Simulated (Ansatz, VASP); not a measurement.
## CoO in VASP and in Ansatz

The input INCAR:

```
SYSTEM = CoO
ALGO     = Normal         ! electronic algorithm
EDIFF    = 1E-7           ! SCF threshold, eV
ENCUT    = 520            ! plane-wave cutoff, eV
GGA      = CA             ! functional
ISIF     = 2              ! what is computed and relaxed
ISMEAR   = 1              ! smearing method
ISPIN    = 2              ! spin polarisation
LASPH    = .TRUE.         ! aspherical terms in the spheres
LCHARG   = .FALSE.        ! write CHGCAR
LMAXMIX  = 4              ! l up to which the mixer works
LORBIT   = 11             ! projections on sites
LREAL    = .FALSE.        ! projectors in reciprocal space
LWAVE    = .FALSE.        ! write WAVECAR
MAGMOM   = 1.8 1.8 0 0    ! initial moments
NBANDS   = 27             ! bands
NELM     = 150            ! most SCF steps
PREC     = Accurate       ! precision mode
SIGMA    = 0.1            ! smearing width, eV
```

Contents of KPOINTS:

```
k-points
0
G
  8 8 8
  0 0 0
```

The input POSCAR:

```
CoO
1.0
    1.6022200000      0.9250420000      5.1329420000
   -1.6022200000      0.9250420000      5.1329420000
    0.0000000000     -1.8500840000      5.1329420000
Co O
2 2
Direct
    0.9994880000      0.9994880000      0.9994880000
    0.4994910000      0.4994910000      0.4994910000
    0.3754960000      0.3754960000      0.3754960000
    0.8755250000      0.8755250000      0.8755250000
```

Input for Ansatz:

```yaml
crystal:
  lattice:
    - [1.60222, 0.925042, 5.132942]
    - [-1.60222, 0.925042, 5.132942]
    - [0.0, -1.850084, 5.132942]
  atoms:
    - { symbol: Co, position: [0.999488, 0.999488, 0.999488] }
    - { symbol: Co, position: [0.499491, 0.499491, 0.499491] }
    - { symbol: O, position: [0.375496, 0.375496, 0.375496] }
    - { symbol: O, position: [0.875525, 0.875525, 0.875525] }
basis:
  ecutwfc: 550.0
kpoints:
  mp_grid:
    grid: [8, 8, 8]
hamiltonian:
  xc: lda
magnetization:
  spin_polarized: true
  per_species:
    Co: 1.8
scf:
  occupations:
    method: methfessel_paxton
output:
  forces: true
  stress: true
```

Alike in both runs: task single point; functional LDA; k mesh 8 × 8 × 8; collinear spin.

|  | VASP | Ansatz |
| --- | --- | --- |
| version | VASP 6.6.1 | Ansatz 0.2.0 |
| potentials or method | VASP PAW LDA potentials, release 64 (Co, O), cutoff 520 eV | plane waves, PAW |
| occupations | methfessel-paxton of order 1, width 0.1 eV | methfessel-paxton of order 1 |
| valence electrons in the cell | 30 | 46 |

Ansatz gave:

| Quantity | Value |
| --- | --- |
| pressure (GPa) | -18.2 |
| traceless stress, the component that is largest in VASP (GPa) | -0.62 |
| rms of the force components (eV/Å) | 0.033 |
| net moment per atom (μB) | 0.00 |
| size of the moment on the site where the two differ most (μB) | 1.91 |

Question: What did VASP give for the same quantities?

Answer: Pressure (GPa): -17.9; traceless stress, the component that is largest in VASP (GPa): 2.82; rms of the force components (eV/Å): 0.114; net moment per atom (μB): 1.20; size of the moment on the site where the two differ most (μB): 2.07.

The net moments are unlike, so the other rows may belong to different states. LDA's correlation is that of Perdew and Zunger in VASP and of Perdew and Wang (1992) in Ansatz. Site moments also hang on the region over which each program counts them. Atom by atom the forces differ by 0.147 eV/Å (rms over components). VASP's potentials hold 30 valence electrons a cell and Ansatz's 46, so a difference there can come from the potentials and not from the codes. Ansatz's warnings: seeded moment not kept, stability check not made.
